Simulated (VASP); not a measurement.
# SiAs5 (P-43m) in VASP: notebook, part 2 of 2

VASP 6.6.1.

**4. Single point, PBE**

This run uses another cell than the first one, of 28.33 Å³/atom, 1.070 times its volume.

Contents of INCAR:

```
  PREC = Accurate
  ENCUT = 520
  EDIFF = 1E-7
  ISMEAR = 0
  SIGMA = 0.1
  LREAL = F
  LASPH = T
  NELM = 60
  ALGO = Normal
  ISIF = 2
  LWAVE = F
  LCHARG = F
  GGA = PE
  NBANDS = 24
```

Contents of KPOINTS:

```
regular mesh
0
Gamma
  8 8 8
```

Contents of POSCAR:

```
SiAs5
1.0
    5.5391812735      0.0000000000      0.0000000000
    0.0000000000      5.5391812735      0.0000000000
    0.0000000000      0.0000000000      5.5391812735
Si As
1 5
Direct
    0.5000000000      0.5000000000      0.5000000000
    0.7428849261      0.7428849261      0.7428849261
    0.2571150739      0.2571150739      0.7428849261
    0.2571150739      0.7428849261      0.2571150739
    0.7428849261      0.2571150739      0.2571150739
    0.0000000000      0.0000000000      0.0000000000
```

Command:

```sh
$ cat potpaw_PBE.64/Si/POTCAR potpaw_PBE.64/As/POTCAR > POTCAR
$ mpirun -np 1 vasp_std > vasp.out
```

It took 57 s on 1 thread of Intel Xeon 6975P-C (Granite Rapids), shared host; peak memory 0.3 GiB.

The run converged. Its results:

* Free energy: -23.1236 eV
* Pressure: 0.2 GPa

Levels at points of the mesh, in eV from the Fermi level:
```
           k point  band 12  band 13  band 14  band 15  band 16  band 17
(0.00, 0.00, 0.00)    -0.03    -0.03    -0.03     0.49     0.49     0.49
(0.50, 0.00, 0.00)    -1.52    -0.79    -0.79    -0.39    -0.14    -0.14
(0.50, 0.50, 0.00)    -2.23     0.08     0.08     0.46     0.51     0.66
(0.50, 0.50, 0.50)    -1.45     0.47     0.47     1.01     1.01     1.01
```

**5. Relaxation of cell and atoms, PBE**

Contents of INCAR:

```
SYSTEM = SiAs5
  PREC = Accurate
  ENCUT = 600
  EDIFF = 1E-6
  ISMEAR = 0
  SIGMA = 0.1
  LREAL = .False.
  LASPH = .True.
  NELM = 100
  ALGO = Normal
  ISIF = 3
  LWAVE = .False.
  LCHARG = .False.
  GGA = PE
  IBRION = 2
  NSW = 90
  EDIFFG = -0.04
```

Contents of KPOINTS:

```
regular mesh
0
Gamma
  4 4 4
  0 0 0
```

Contents of POSCAR:

```
SiAs5
1.0
    5.4163159300      0.0000000000      0.0000000000
    0.0000000000      5.4163159300      0.0000000000
    0.0000000000      0.0000000000      5.4163159300
Si As
1 5
Direct
    0.5000000000      0.5000000000      0.5000000000
    0.7274445700      0.7274445700      0.7274445700
    0.2725554300      0.2725554300      0.7274445700
    0.2725554300      0.7274445700      0.2725554300
    0.7274445700      0.2725554300      0.2725554300
    0.0000000000      0.0000000000      0.0000000000
```

Command:

```sh
$ cat potpaw_PBE.64/Si/POTCAR potpaw_PBE.64/As/POTCAR > POTCAR
$ mpirun -np 1 vasp_std > vasp.out
```

Wall time 68 s (1 thread of Intel Xeon 6975P-C (Granite Rapids), shared host); peak memory 0.34 GiB.

It converged, with:

* Free energy: -23.2177 eV
* Relaxed volume: 28.23 Å³/atom
* Relaxed cell: a = 5.533 Å, b = 5.533 Å, c = 5.533 Å, α = 90.00°, β = 90.00°, γ = 90.00°
* Space group after relaxing (to 0.05 Å): P-43m (No. 215)
* Energy gained by relaxing: 158.7 meV/atom
* Ionic steps: 5
* Pressure after relaxing: 0.1 GPa
* Largest force after relaxing: 0.034 eV/Å

Forces in eV/Å, atoms in the order of the input:
```
Si   0.000  0.000  0.000
As   0.020  0.020  0.020
As  -0.020 -0.020  0.020
As  -0.020  0.020 -0.020
As   0.020 -0.020 -0.020
As   0.000  0.000  0.000
```

Step by step:
```
step  energy change (eV)  largest force (eV/Å)  pressure (GPa)  volume (Å³)
   1              0.0000                2.8764            6.59       158.90
   2             -0.7905                0.0364           -3.10       185.28
   3             -0.8616                0.4867           -1.59       178.06
   4             -0.9414                0.2098           -0.52       172.25
   5             -0.9521                0.0339            0.13       169.40
```

Final structure:
```
Si As
1.0
     5.53310    0.00000    0.00000
     0.00000    5.53310    0.00000
     0.00000    0.00000    5.53310
Si As
1 5
Direct
  0.50000 0.50000 0.50000
  0.74296 0.74296 0.74296
  0.25704 0.25704 0.74296
  0.25704 0.74296 0.25704
  0.74296 0.25704 0.25704
  0.00000 0.00000 0.00000
```

Levels at points of the mesh, in eV from the Fermi level:
```tsv
k point	band 12	band 13	band 14	band 15	band 16	band 17
(0.00, 0.00, 0.00)	-0.05	-0.05	-0.05	0.48	0.48	0.48
(0.50, 0.00, 0.00)	-1.54	-0.81	-0.81	-0.41	-0.16	-0.16
(0.50, 0.50, 0.00)	-2.26	0.06	0.06	0.45	0.50	0.65
(0.50, 0.50, 0.50)	-1.47	0.46	0.46	1.00	1.00	1.00
```

**6. Relaxation of cell and atoms, PBE**

This run uses another cell than the first one, of 28.20 Å³/atom, 1.065 times its volume.

Contents of INCAR:

```
PREC     = Accurate       # precision mode
ENCUT    = 600            # plane-wave cutoff, eV
EDIFF    = 1E-6           # SCF threshold, eV
ISMEAR   = 0              # smearing method
SIGMA    = 0.1            # smearing width, eV
LREAL    = F              # projectors in reciprocal space
LASPH    = T              # aspherical terms in the spheres
NELM     = 100            # most SCF steps
ALGO     = Normal         # electronic algorithm
ISIF     = 3              # what is computed and relaxed
LWAVE    = F              # write WAVECAR
LCHARG   = F              # write CHGCAR
GGA      = PE             # functional
IBRION   = 2              # ionic algorithm
NSW      = 100            # ionic steps
EDIFFG   = -0.01          # ionic threshold
```

Contents of KPOINTS:

```
Automatic mesh
0
Gamma
  8 8 8
```

Contents of POSCAR:

```
SiAs5
1.0
    5.5310116716      0.0000000000      0.0000000000
    0.0000000000      5.5310116716      0.0000000000
    0.0000000000      0.0000000000      5.5310116716
Si As
1 5
Direct
    0.5000000000      0.5000000000      0.5000000000
    0.7430288072      0.7430288072      0.7430288072
    0.2569711928      0.2569711928      0.7430288072
    0.2569711928      0.7430288072      0.2569711928
    0.7430288072      0.2569711928      0.2569711928
    0.0000000000      0.0000000000      0.0000000000
```

Potentials or basis: VASP PAW PBE potentials, release 64 (Si, As).

Command:

```sh
$ cat potpaw_PBE.64/Si/POTCAR potpaw_PBE.64/As/POTCAR > POTCAR
$ mpirun -np 1 vasp_std > vasp.out
```

It took 6.4 min on 1 thread of Oxide Virtual Turin-like, shared host; peak memory 0.37 GiB.

The run converged. Its results:

| Quantity | Value |
| --- | --- |
| Free energy | -23.1242 eV |
| Relaxed volume | 28.45 Å³/atom |
| Relaxed cell | a = 5.548 Å, b = 5.548 Å, c = 5.548 Å, α = 90.00°, β = 90.00°, γ = 90.00° |
| Space group after relaxing (to 0.05 Å) | P-43m (No. 215) |
| Energy gained by relaxing | 0.3 meV/atom |
| Ionic steps | 5 |
| Pressure after relaxing | 0.0 GPa |
| Largest force after relaxing | 0.005 eV/Å |

Forces on the atoms (eV/Å):
```
Si   0.000  0.000  0.000
As  -0.003 -0.003 -0.003
As   0.003  0.003 -0.003
As   0.003 -0.003  0.003
As  -0.003  0.003  0.003
As   0.000  0.000  0.000
```

Step by step:
| step | energy change (eV) | largest force (eV/Å) | pressure (GPa) | volume (Å³) |
| --- | --- | --- | --- | --- |
| 1 | 0.0000 | 0.0130 | 0.37 | 169.21 |
| 2 | -0.0018 | 0.0148 | -0.02 | 170.81 |
| 3 | -0.0018 | 0.0144 | -0.01 | 170.76 |
| 4 | -0.0018 | 0.0144 | 0.00 | 170.73 |
| 5 | -0.0018 | 0.0052 | 0.00 | 170.73 |

Final structure:
```yaml
crystal:
  lattice:
    - [5.54757, 0.00000, 0.00000]
    - [0.00000, 5.54757, 0.00000]
    - [0.00000, 0.00000, 5.54757]
  atoms:
    - { symbol: Si, position: [0.50000, 0.50000, 0.50000] }
    - { symbol: As, position: [0.74290, 0.74290, 0.74290] }
    - { symbol: As, position: [0.25710, 0.25710, 0.74290] }
    - { symbol: As, position: [0.25710, 0.74290, 0.25710] }
    - { symbol: As, position: [0.74290, 0.25710, 0.25710] }
    - { symbol: As, position: [0.00000, 0.00000, 0.00000] }
```

Levels at points of the mesh, in eV from the Fermi level:
```tsv
k point	band 11	band 12	band 13	band 14	band 15	band 16	band 17	band 18
(0.00, 0.00, 0.00)	-2.61	-0.03	-0.03	-0.03	0.49	0.49	0.49	0.85
(0.50, 0.00, 0.00)	-1.60	-1.51	-0.78	-0.78	-0.40	-0.14	-0.14	0.03
(0.50, 0.50, 0.00)	-2.45	-2.22	0.08	0.08	0.45	0.51	0.65	0.83
(0.50, 0.50, 0.50)	-1.44	-1.44	0.47	0.47	1.00	1.00	1.00	1.17
```

**7. Summary**

| task | cell | k mesh | cutoff (eV) | gap on the mesh (eV) | pressure (GPa) | relaxed volume (Å³/atom) | largest force (eV/Å) |
| --- | --- | --- | --- | --- | --- | --- | --- |
| single point | a = 5.416 Å, 6 atoms | 4 × 4 × 4 | 520 | none | 6.6 | - | 2.88 |
| single point | a = 5.531 Å, 6 atoms | 4 × 4 × 4 | 520 | none | 0.2 | - | 0.03 |
| single point | a = 5.539 Å, 6 atoms | 8 × 8 × 8 | 520 | none | 0.2 | - | - |
| relaxation of cell and atoms | relaxed from a = 5.416 Å, 6 atoms | 4 × 4 × 4 | 600 | none | 0.1 | 28.23 | 0.03 |
| relaxation of cell and atoms | relaxed from a = 5.531 Å, 6 atoms | 8 × 8 × 8 | 600 | none | 0.0 | 28.45 | 0.01 |

Alike in all rows: level PBE; potentials or basis VASP PAW PBE potentials, release 64 (Si, As); no spin polarisation; smearing gaussian 0.1 eV.

Caveats: forces of over 1 eV/Å act on the atoms, so gaps and moduli don't describe the material at rest (some runs).

Total energies depend on the potentials used, so only differences within one code and one set of settings carry meaning.
